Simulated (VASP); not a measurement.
The system is Al3Cu.

```
Al Cu
1.0
     3.92415    0.00000    0.00000
     0.00000    3.92415    0.00000
     0.00000    0.00000    3.92415
Al Cu
3 1
Direct
  0.00000 0.50000 0.50000
  0.50000 0.00000 0.50000
  0.50000 0.50000 0.00000
  0.00000 0.00000 0.00000
```

```yaml
Program: VASP 6.6.1
Task: relaxation of cell and atoms
Functional: LDA
Potentials_or_basis: VASP PAW LDA potentials, release 64 (Al, Cu)
Cutoff: 600 eV
k_mesh: 12 × 12 × 12
Occupations: gaussian, width 0.1 eV
Spin: no spin polarisation
```

At the start: pressure -4.8 GPa; volume 15.11 Å³/atom.

Question: How do energy, volume and symmetry change on relaxing?

Answer: Over 3 steps the energy falls by 11.6 meV/atom and the volume is 14.36 Å³/atom (-4.9 %); space group Pm-3m (No. 221, to 0.05 Å).

The path:
```
step  energy change (eV)  largest force (eV/Å)  pressure (GPa)  volume (Å³)
   1              0.0000                0.0000           -4.79        60.43
   2             -0.0419                0.0000            1.68        56.56
   3             -0.0466                0.0000            0.04        57.44
```

Final structure:
```
Al Cu
1.0
     3.85846    0.00000    0.00000
     0.00000    3.85846    0.00000
     0.00000    0.00000    3.85846
Al Cu
3 1
Direct
  0.00000 0.50000 0.50000
  0.50000 0.00000 0.50000
  0.50000 0.50000 0.00000
  0.00000 0.00000 0.00000
```
